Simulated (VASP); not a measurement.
# TiSi (CsCl type) (Pm-3m) in VASP: a series of runs

Runs on TiSi (CsCl type). Level: PBEsol. Tasks: single point.

Program: VASP 6.6.1. These are calculated values, not measurements. Logs are shortened: lines on timing, memory, paths and dates and some standing lists are left out, and cuts for length are marked.

### Step 1. The cell of the first run

It takes space group Pm-3m (No. 221, cubic). The conventional cell has a = 2.881 Å, b = 2.881 Å, c = 2.881 Å, α = 90.00°, β = 90.00°, γ = 90.00°. Ti (site symmetry m-3m) has 8 Si at 2.49 Å and 6 Ti at 2.88 Å within 3.3 Å. Within 3.3 Å of Si (site symmetry m-3m) lie 8 Ti at 2.49 Å and 6 Si at 2.88 Å.

### Step 2. Single point, PBEsol

The input, INCAR:

```
  ALGO = Normal
  EDIFF = 1E-6
  ENCUT = 520
  GGA = PS
  ISIF = 2
  ISMEAR = -1
  LASPH = True
  LCHARG = True
  LELF = True
  LREAL = False
  LVHAR = True
  LWAVE = False
  NBANDS = 15
  NELM = 100
  PREC = Accurate
  SIGMA = 0.1
```

The input, KPOINTS:

```
k-points
0
Gamma
  14 14 14
```

The input, POSCAR:

```
TiSi
1.0
    2.8805468360      0.0000000000      0.0000000000
    0.0000000000      2.8805468360      0.0000000000
    0.0000000000      0.0000000000      2.8805468360
Ti Si
1 1
Direct
    0.0000000000      0.0000000000      0.0000000000
    0.5000000000      0.5000000000      0.5000000000
```

Potentials or basis: VASP PAW PBE potentials, release 64 (Ti_sv, Si).

Command:

```console
cat potpaw_PBE.64/Ti_sv/POTCAR potpaw_PBE.64/Si/POTCAR > POTCAR
mpirun -np 1 vasp_std > vasp.out
```

OUTCAR:

```text
EDIFF = 1E-6
   ENCUT = 520
   GGA = PS
   ISIF = 2
   ISMEAR = -1
   LASPH = True
   LREAL = False
   NELM = 100
   PREC = Accurate

 ion  position               nearest neighbor table
   1  0.000  0.000  0.000-   2 2.49   2 2.49   2 2.49   2 2.49   2 2.49   2 2.49   2 2.49   2 2.49

   2  0.500  0.500  0.500-   1 2.49   1 2.49   1 2.49   1 2.49   1 2.49   1 2.49   1 2.49   1 2.49

  LATTYP: Found a simple cubic cell.
 ALAT       =     2.8805468360

  Lattice vectors:

 A1 = (   2.8805468360,   0.0000000000,   0.0000000000)
 A2 = (   0.0000000000,   2.8805468360,   0.0000000000)
 A3 = (   0.0000000000,   0.0000000000,   2.8805468360)

Analysis of symmetry for initial positions (statically):
=====================================================================
 Subroutine PRICEL returns:
 Original cell was already a primitive cell.

 Routine SETGRP: Setting up the symmetry group for a
 simple cubic supercell.

 Subroutine GETGRP returns: Found 48 space group operations
 (whereof 48 operations were pure point group operations)
 out of a pool of 48 trial point group operations.

The static configuration has the point symmetry O_h .

Analysis of symmetry for dynamics (positions and initial velocities):
=====================================================================
 Subroutine PRICEL returns:
 Original cell was already a primitive cell.

 Routine SETGRP: Setting up the symmetry group for a
 simple cubic supercell.

 Subroutine GETGRP returns: Found 48 space group operations
 (whereof 48 operations were pure point group operations)
 out of a pool of 48 trial point group operations.

The dynamic configuration has the point symmetry O_h .

 Subroutine INISYM returns: Found 48 space group operations
 (whereof 48 operations are pure point group operations),
 and found     1 'primitive' translations

----------------------------------------------------------------------------------------

                                     Primitive cell

  volume of cell :      23.9015

  direct lattice vectors                    reciprocal lattice vectors
     2.880546836  0.000000000  0.000000000     0.347156306  0.000000000  0.000000000
     0.000000000  2.880546836  0.000000000     0.000000000  0.347156306  0.000000000
     0.000000000  0.000000000  2.880546836     0.000000000  0.000000000  0.347156306

  length of vectors
     2.880546836  2.880546836  2.880546836     0.347156306  0.347156306  0.347156306

  position of ions in fractional coordinates (direct lattice)
     0.000000000  0.000000000  0.000000000
     0.500000000  0.500000000  0.500000000

  ion indices of the primitive-cell ions
   primitive index   ion index
                 1           1
                 2           2

----------------------------------------------------------------------------------------

 KPOINTS: k-points

Automatic generation of k-mesh.
 Grid dimensions read from file:
 generate k-points for:   14   14   14

 Generating k-lattice:

  Cartesian coordinates                     Fractional coordinates (reciprocal lattice)
     0.024796879  0.000000000  0.000000000     0.071428571  0.000000000  0.000000000
     0.000000000  0.024796879  0.000000000     0.000000000  0.071428571  0.000000000
     0.000000000  0.000000000  0.024796879     0.000000000  0.000000000  0.071428571

  Length of vectors
     0.024796879  0.024796879  0.024796879

  Shift w.r.t. Gamma in fractional coordinates (k-lattice)
     0.000000000  0.000000000  0.000000000

 Subroutine IBZKPT returns following result:
 ===========================================

 Found    120 irreducible k-points:

 Following reciprocal coordinates:
            Coordinates               Weight
  0.000000  0.000000  0.000000      1.000000
  0.071429  0.000000  0.000000      6.000000
  0.142857  0.000000  0.000000      6.000000
  0.214286  0.000000  0.000000      6.000000
  0.285714  0.000000  0.000000      6.000000
  0.357143  0.000000  0.000000      6.000000
[... 16 lines left out ...]
  0.285714  0.214286  0.000000     24.000000
  0.357143  0.214286  0.000000     24.000000
 [... further k-points ...]
   k-points           NKPTS =    120   k-points in BZ     NKDIM =    120   number of bands    NBANDS=     15
   number of dos      NEDOS =    301   number of ions     NIONS =      2
   total plane-waves  NPLWV =  13824
   dimension x,y,z NGX =    24 NGY =   24 NGZ =   24
   dimension x,y,z NGXF=    48 NGYF=   48 NGZF=   48
   ions per type =               1   1
   NGX,Y,Z   is equivalent  to a cutoff of  13.85, 13.85, 13.85 a.u.
   NGXF,Y,Z  is equivalent  to a cutoff of  27.70, 27.70, 27.70 a.u.
 SYSTEM =  unknown system
   PREC   = accura    normal or accurate (medium, high low for compatibility)
   ISTART =      0    job   : 0-new  1-cont  2-samecut
   ICHARG =      2    charge: 1-file 2-atom 10-const
   ISPIN  =      1    spin polarized calculation?
   LNONCOLLINEAR =      F non collinear calculations
   LSORBIT =      F    spin-orbit coupling
   LASPH  =      T    aspherical Exc in radial PAW
   ENCUT  =  520.0 eV  38.22 Ry    6.18 a.u.   5.36  5.36  5.36*2*pi/ulx,y,z
   NELM   =    100;   NELMIN=  2; NELMDL= -5     # of ELM steps
   EDIFF  = 0.1E-05   stopping-criterion for ELM
   LREAL  =      F    real-space projection
   EDIFFG = 0.1E-04   stopping-criterion for IOM
   NSW    =      0    number of steps for IOM
   IBRION =     -1    ionic relax: 0-MD 1-quasi-New 2-CG
   NFREE  =      0    steps in history (QN), initial steepest desc. (CG)
   ISIF   =      2    stress and relaxation
   ISYM   =      2    0-nonsym 1-usesym 2-fastsym
   POTIM  = 0.5000    time-step for ionic-motion
   TEBEG  =    0.0;   TEEND  =   0.0 temperature during run
   PSTRESS=    0.0 pullay stress
   NELECT =      16.0000    total number of electrons
   NUPDOWN=      -1.0000    fix difference up-down
   EMIN   =  10.00;   EMAX   =-10.00  energy-range for DOS
   EFERMI =   0.00;   METHOD = LEGACY
   ISMEAR =    -1;   SIGMA  =   0.10  broadening in eV -4-tet -1-fermi 0-gaus
   EFERMI_NEDOS =   21; number of points for ismear=-14 and -15
   IALGO  =     38    algorithm
   IMIX   =      4    mixing-type and parameters
     AMIX     =   0.40;   BMIX     =  1.00
     AMIX_MAG =   1.60;   BMIX_MAG =  1.00
  volume/ion in A,a.u.               =      11.95        80.65
  Fermi-wavevector in a.u.,A,eV,Ry     =   1.432100  2.706276 27.904314  2.050909
  Thomas-Fermi vector in A             =   2.551764
   LORBIT       =      0    0 simple, 1 ext, 2 COOP (PROOUT), +10 PAW based schemes
   GGA     = PS    functional components
   LHFCALC =     F    Hartree Fock is set to
   AEXX    =    0.0000 exact exchange contribution
   IVDW    =     0    specifies the selected vdW correction
   LEPSILON=     F    determine dielectric tensor
   LRPA    =     F    only Hartree local field effects (RPA)
 non-spin polarized calculation
  energy-cutoff  :      520.00
  volume of cell :       23.90
 maximum number of plane-waves:       660
 NGX is ok and might be reduce to    24
   NGX = 11   NGY = 11   NGZ = 11

 number of electron      16.0000005 magnetization

 Free energy of the ion-electron system (eV)
  ---------------------------------------------------
  ext. energy  EPLUGINS =         0.00000000
  ---------------------------------------------------
  free energy    TOTEN  =       -14.26948498 eV

  energy without entropy =      -14.19100301  energy(sigma->0) =      -14.23024399

 E-fermi :  12.7060     XC(G=0): -12.7990

 val. band max:       12.7045162201   @ k =   0.5000   0.2143   0.2143
 cond. band min:      12.7114655983   @ k =   0.5000   0.2143   0.0714
 fundamental gap:      0.0069493782
 Fermi energy:        12.7060248334

 k-point     1 :       0.0000    0.0000    0.0000
  band No.  band energies     occupation
      1     -43.1847      2.00000
      2     -19.4341      2.00000
      3     -19.4341      2.00000
      4     -19.4341      2.00000
      5       0.0516      2.00000
      6      10.3331      2.00000
      7      10.3331      2.00000
      8      15.3054      0.00000
      9      15.3054      0.00000
     10      15.3054      0.00000
     11      16.0404      0.00000
     12      16.0404      0.00000
     13      16.0404      0.00000
     14      22.6678      0.00000
     15      22.6678      0.00000

 k-point     2 :       0.0714    0.0000    0.0000
  band No.  band energies     occupation
      1     -43.1819      2.00000
      2     -19.4610      2.00000
      3     -19.4317      2.00000
      4     -19.4317      2.00000
      5       0.1543      2.00000
      6      10.2414      2.00000
      7      10.3903      2.00000
      8      14.7782      0.00000
      9      14.7782      0.00000
     10      15.3244      0.00000
     11      15.8459      0.00000
     12      16.6222      0.00000
     13      16.6222      0.00000
     14      22.4497      0.00000
     15      22.9472      0.00000

 k-point     3 :       0.1429    0.0000    0.0000
  band No.  band energies     occupation
      1     -43.1740      2.00000
      2     -19.5356      2.00000
      3     -19.4249      2.00000
      4     -19.4249      2.00000
      5       0.4572      2.00000
      6       9.9007      2.00000
      7      10.5572      2.00000
      8      14.0699      0.00000
      9      14.0699      0.00000
     10      15.3782      0.00000
     11      15.5300      0.00000
     12      17.5002      0.00000
     13      17.5002      0.00000
     14      21.8556      0.00000
     15      23.4981      0.00000
[... 343 lines left out ...]
 k-point    23 :       0.2857    0.2143    0.0000
  band No.  band energies     occupation
      1     -43.1287      2.00000
      2     -19.7286      2.00000
      3     -19.5984      2.00000
      4     -19.3854      2.00000
      5       2.3092      2.00000
      6       8.6974      2.00000
      7       9.9729      2.00000
      8      12.5189      1.73321
      9      13.1473      0.02395
     10      14.4559      0.00000
     11      16.3121      0.00000
     12      17.9925      0.00000
     13      20.4768      0.00000
     14      21.1013      0.00000
     15      24.5699      0.00000

 k-point    24 :       0.3571    0.2143    0.0000
  band No.  band energies     occupation
      1     -43.1175      2.00000
      2     -19.8272      2.00000
      3     -19.5854      2.00000
      4     -19.3757      2.00000
      5       2.9708      2.00000
      6       7.6828      2.00000
      7      10.2839      2.00000
      8      12.3613      1.93829
      9      12.8723      0.31872
     10      14.5237      0.00000
     11      16.5183      0.00000
     12      18.5394      0.00000
     13      20.7050      0.00000
     14      20.9504      0.00000
     15      23.4399      0.00000

 [... further k-points ...]

------------------------ aborting loop because EDIFF is reached ----------------------------------------

  FORCE on cell =-STRESS in cart. coord.  units (eV):
  Direction    XX          YY          ZZ          XY          YZ          ZX
  --------------------------------------------------------------------------------------
  -------------------------------------------------------------------------------------
  Total        5.9634658      5.9634658      5.9634658      0.0000000      0.0000000      0.0000000
  in kB      399.7463394    399.7463394    399.7463394      0.0000000      0.0000000      0.0000000
  external PRESSURE =     399.7463394 kB  Pullay stress =       0.0000000 kB

 VOLUME and BASIS-vectors are now :
 -----------------------------------------------------------------------------
  energy-cutoff  :      520.00
  volume of cell :       23.90
      direct lattice vectors                 reciprocal lattice vectors
     2.880546836  0.000000000  0.000000000     0.347156306  0.000000000  0.000000000
     0.000000000  2.880546836  0.000000000     0.000000000  0.347156306  0.000000000
     0.000000000  0.000000000  2.880546836     0.000000000  0.000000000  0.347156306

 POSITION                                       TOTAL-FORCE (eV/Angst)
 -----------------------------------------------------------------------------------
      0.00000      0.00000      0.00000         0.000000      0.000000      0.000000
      1.44027      1.44027      1.44027         0.000000      0.000000      0.000000
 -----------------------------------------------------------------------------------
    total drift:                               -0.000000      0.000000      0.000000

  FREE ENERGIE OF THE ION-ELECTRON SYSTEM (eV)
  ---------------------------------------------------
  free  energy   TOTEN  =       -14.2694849764 eV

  energy  without entropy=      -14.1910030083  energy(sigma->0) =      -14.23024399
```

Run time: 24 s. Hardware: 1 thread of Intel Xeon Platinum 8488C (Sapphire Rapids), shared host; peak memory 0.17 GiB.

Results:

| Quantity | Value |
| --- | --- |
| Free energy | -14.2695 eV |
| Pressure | 40.0 GPa |
| Band gap on the k mesh | zero (bands 8 and 9 overlap by 3.11 eV) |

Caveat: the cell stands under pressure; the PAW data sets were made with another functional, which shifts forces and pressure a little.

### Step 3. Single point, PBEsol

The input, INCAR:

```
SYSTEM = TiSi
PREC     = Accurate       ! precision mode
ENCUT    = 520            ! plane-wave cutoff, eV
EDIFF    = 1E-7           ! SCF threshold, eV
ISMEAR   = -1             ! smearing method
SIGMA    = 0.1            ! smearing width, eV
LREAL    = .FALSE.        ! projectors in reciprocal space
LASPH    = .TRUE.         ! aspherical terms in the spheres
NELM     = 80             ! most SCF steps
ALGO     = Normal         ! electronic algorithm
ISIF     = 2              ! what is computed and relaxed
LWAVE    = .FALSE.        ! write WAVECAR
LCHARG   = .FALSE.        ! write CHGCAR
GGA      = PS             ! functional
NBANDS   = 15             ! bands
```

The input, KPOINTS:

```
regular mesh
0
G
  14 14 14
  0 0 0
```

POSCAR is that of step 2.

Potentials or basis: VASP PAW PBE potentials, release 64 (Ti_sv, Si).

Command:

```console
cat potpaw_PBE.64/Ti_sv/POTCAR potpaw_PBE.64/Si/POTCAR > POTCAR
mpirun -np 1 vasp_std > vasp.out
```

Run time: 24 s. Hardware: 1 thread of Intel Xeon Platinum 8488C (Sapphire Rapids), shared host; peak memory 0.17 GiB.

Results (log left out):

```yaml
Free_energy: -14.2695 eV
Pressure: 39.9 GPa
Band_gap_on_the_k_mesh: zero (bands 8 and 9 overlap by 3.11 eV)
```

Levels at points of the mesh, in eV from the Fermi level:
```tsv
k point	band 4	band 5	band 6	band 7	band 8	band 9	band 10	band 11	band 12	band 13
(0.00, 0.00, 0.00)	-32.14	-12.65	-2.37	-2.37	2.60	2.60	2.60	3.33	3.33	3.33
(0.50, 0.00, 0.00)	-32.09	-8.97	-7.25	-0.85	-0.51	-0.51	3.01	4.35	5.84	9.79
(0.50, 0.50, 0.00)	-32.04	-8.33	-3.76	-3.76	-1.99	0.76	0.76	4.19	5.64	6.70
(0.50, 0.50, 0.50)	-32.49	-5.41	-5.41	-5.41	-2.61	3.58	3.58	3.58	4.29	4.29
```

Caveat: the cell stands under pressure; the PAW data sets were made with another functional, which shifts forces and pressure a little.
